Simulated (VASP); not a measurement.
# WC in VASP: a series of runs, part 2 of 2

VASP 6.6.1. Earlier steps stand in the parts before.

## 3. Single point, PBEsol

INCAR reads:

```
PREC = Accurate
ENCUT = 520
EDIFF = 1E-6
ISMEAR = -1
SIGMA = 0.05
LREAL = Auto
LASPH = T
NELM = 60
ALGO = Normal
ISIF = 2
LWAVE = F
LCHARG = F
GGA = PS
NBANDS = 86
```

KPOINTS reads:

```
regular mesh
0
Gamma
  2 2 1
```

POSCAR reads:

```
WC
1.0
    5.7996798766      0.0000000000      0.0000000000
   -2.8998399383      5.0226701069      0.0000000000
    0.0000000000      0.0000000000     15.2562950000
W C
8 8
Direct
    0.0000000000      0.0000000000      0.0655467000
    0.0000000000      0.0000000000      0.2524873122
    0.0000000000      0.5000000000      0.0655467000
    0.0000000000      0.5000000000      0.2524873122
    0.5000000000      0.0000000000      0.0655467000
    0.5000000000      0.0000000000      0.2524873122
    0.5000000000      0.5000000000      0.0655467000
    0.5000000000      0.5000000000      0.2524873122
    0.3333333333      0.1666666667      0.1507494866
    0.3333333333      0.1666666667      0.3250062492
    0.3333333333      0.6666666667      0.1507494866
    0.3333333333      0.6666666667      0.3250062492
    0.8333333333      0.1666666667      0.1507494866
    0.8333333333      0.1666666667      0.3250062492
    0.8333333333      0.6666666667      0.1507494866
    0.8333333333      0.6666666667      0.3250062492
```

Potentials or basis: VASP PAW PBE potentials, release 64 (W_sv, C).

Started as:

```
$ cat potpaw_PBE.64/W_sv/POTCAR potpaw_PBE.64/C/POTCAR > POTCAR
$ mpirun -np 1 vasp_std > vasp.out
```

OUTCAR:

```text
PREC = Accurate
   ENCUT = 520
   EDIFF = 1E-6
   ISMEAR = -1
   LREAL = Auto
   LASPH = T
   NELM = 60
   ISIF = 2
   GGA = PS

 ion  position               nearest neighbor table
   1  0.000  0.000  0.066-  15 2.12   9 2.12  13 2.12   2 2.85   7 2.90   3 2.90   3 2.90   7 2.90
                             5 2.90   5 2.90
   2  0.000  0.000  0.252-  16 2.01  10 2.01  14 2.01  15 2.28   9 2.28  13 2.28   1 2.85   4 2.90
                             8 2.90   4 2.90   8 2.90   6 2.90   6 2.90
   3  0.000  0.500  0.066-  13 2.12  11 2.12  15 2.12   4 2.85   5 2.90   1 2.90   1 2.90   5 2.90
                             7 2.90   7 2.90
   4  0.000  0.500  0.252-  14 2.01  12 2.01  16 2.01  13 2.28  11 2.28  15 2.28   3 2.85   2 2.90
                             6 2.90   2 2.90   6 2.90   8 2.90   8 2.90
   5  0.500  0.000  0.066-  11 2.12  13 2.12   9 2.12   6 2.85   7 2.90   3 2.90   7 2.90   3 2.90
                             1 2.90   1 2.90
   6  0.500  0.000  0.252-  12 2.01  14 2.01  10 2.01  11 2.28  13 2.28   9 2.28   5 2.85   4 2.90
                             8 2.90   8 2.90   4 2.90   2 2.90   2 2.90
   7  0.500  0.500  0.066-   9 2.12  15 2.12  11 2.12   8 2.85   1 2.90   5 2.90   5 2.90   1 2.90
                             3 2.90   3 2.90
   8  0.500  0.500  0.252-  10 2.01  16 2.01  12 2.01   9 2.28  15 2.28  11 2.28   7 2.85   6 2.90
[... 375 lines left out ...]
     83       2.6852      0.00000
     84       2.6852      0.00000
 [bands above 84 left out]

------------------------ aborting loop because EDIFF is reached ----------------------------------------

  FORCE on cell =-STRESS in cart. coord.  units (eV):
  Direction    XX          YY          ZZ          XY          YZ          ZX
  --------------------------------------------------------------------------------------
  -------------------------------------------------------------------------------------
  Total       -1.3537410     -1.3537410      0.9501244      0.0000000      0.0000000      0.0000000
  in kB       -4.8804337     -4.8804337      3.4253371      0.0000000      0.0000000      0.0000000
  external PRESSURE =      -2.1118434 kB  Pullay stress =       0.0000000 kB

 VOLUME and BASIS-vectors are now :
 -----------------------------------------------------------------------------
  energy-cutoff  :      520.00
  volume of cell :      444.41
      direct lattice vectors                 reciprocal lattice vectors
     5.799679877  0.000000000  0.000000000     0.172423310  0.099548644  0.000000000
    -2.899839938  5.022670107  0.000000000     0.000000000  0.199097289  0.000000000
     0.000000000  0.000000000 15.256295000     0.000000000  0.000000000  0.065546714

 POSITION                                       TOTAL-FORCE (eV/Angst)
 -----------------------------------------------------------------------------------
      0.00000      0.00000      1.00000         0.000000      0.000000     -0.064964
      0.00000      0.00000      3.85202        -0.000000      0.000000     -0.034348
     -1.44992      2.51134      1.00000        -0.000000     -0.000000     -0.064964
     -1.44992      2.51134      3.85202         0.000000     -0.000000     -0.034348
      2.89984      0.00000      1.00000        -0.000000      0.000000     -0.064964
      2.89984      0.00000      3.85202         0.000000     -0.000000     -0.034348
[... 8 lines left out ...]
      2.89984      3.34845      2.29988         0.000000      0.000000     -0.004288
      2.89984      3.34845      4.95839        -0.000000      0.000000      0.103599
 -----------------------------------------------------------------------------------
    total drift:                                0.000001     -0.000000      0.007812

  FREE ENERGIE OF THE ION-ELECTRON SYSTEM (eV)
  ---------------------------------------------------
  free  energy   TOTEN  =      -172.9126621726 eV

  energy  without entropy=     -172.7546892670  energy(sigma->0) =     -172.83367572
```

OSZICAR:

```text
N       E                     dE             d eps       ncg     rms          rms(c)
DAV:   1     0.172864209475E+04    0.17286E+04   -0.84853E+04   408   0.161E+03
DAV:   2    -0.824556682007E+02   -0.18111E+04   -0.17617E+04   388   0.491E+02
DAV:   3    -0.193491941350E+03   -0.11104E+03   -0.10777E+03   432   0.118E+02
[... 17 lines left out ...]
DAV:  21    -0.172912624153E+03   -0.88705E-04   -0.58598E-06   314   0.955E-03    0.331E-03
DAV:  22    -0.172912651693E+03   -0.27540E-04   -0.11869E-06   250   0.427E-03    0.191E-03
DAV:  23    -0.172912659918E+03   -0.82245E-05   -0.57275E-07   242   0.265E-03    0.758E-04
DAV:  24    -0.172912661820E+03   -0.19023E-05   -0.22973E-07   234   0.160E-03    0.508E-04
DAV:  25    -0.172912662173E+03   -0.35246E-06   -0.61206E-08   204   0.902E-04
   1 F= -.17291266E+03 E0= -.17283368E+03  d E =-.157973E+00
```

stdout:

```text
POSCAR found type information on POSCAR W C
 POSCAR found :  2 types and      16 ions
 scaLAPACK will be used
 -----------------------------------------------------------------------------
|                                                                             |
|                                                                             |
|     You enforced a specific xc type in the INCAR file but a different       |
|     I HOPE YOU KNOW WHAT YOU ARE DOING!                                     |
|                                                                             |
 -----------------------------------------------------------------------------

 LDA part: xc-table for (Slater+PW92), standard interpolation
 POSCAR, INCAR and KPOINTS ok, starting setup
 FFT: planning ... GRIDC
 FFT: planning ... GRID_SOFT
 FFT: planning ... GRID
 WAVECAR not read
 entering main loop
```

Wall time 5.4 min (1 thread of AMD EPYC 7R13 (Zen 3), shared host); peak memory 0.54 GiB.

Results:

| Item | Value |
| --- | --- |
| Free energy | -172.9127 eV |
| Largest force | 0.104 eV/Å |
| Band gap on the k mesh | zero (bands 72 and 73 overlap by 0.11 eV) |

Forces in eV/Å, atoms in the order of the input:
```
W    0.000  0.000 -0.065
W    0.000  0.000 -0.034
W    0.000  0.000 -0.065
W    0.000  0.000 -0.034
W    0.000  0.000 -0.065
W    0.000  0.000 -0.034
W    0.000  0.000 -0.065
W    0.000  0.000 -0.034
C    0.000  0.000 -0.004
C    0.000  0.000  0.104
C    0.000  0.000 -0.004
C    0.000  0.000  0.104
C    0.000  0.000 -0.004
C    0.000  0.000  0.104
C    0.000  0.000 -0.004
C    0.000  0.000  0.104
```

Caveat: the k points lie up to 0.63 Å⁻¹ apart; there is no dipole correction, which matters where the two faces differ; the PAW data sets were made with another functional, which shifts forces and pressure a little; spin-orbit coupling is left out, which moves the levels of the heavy elements.
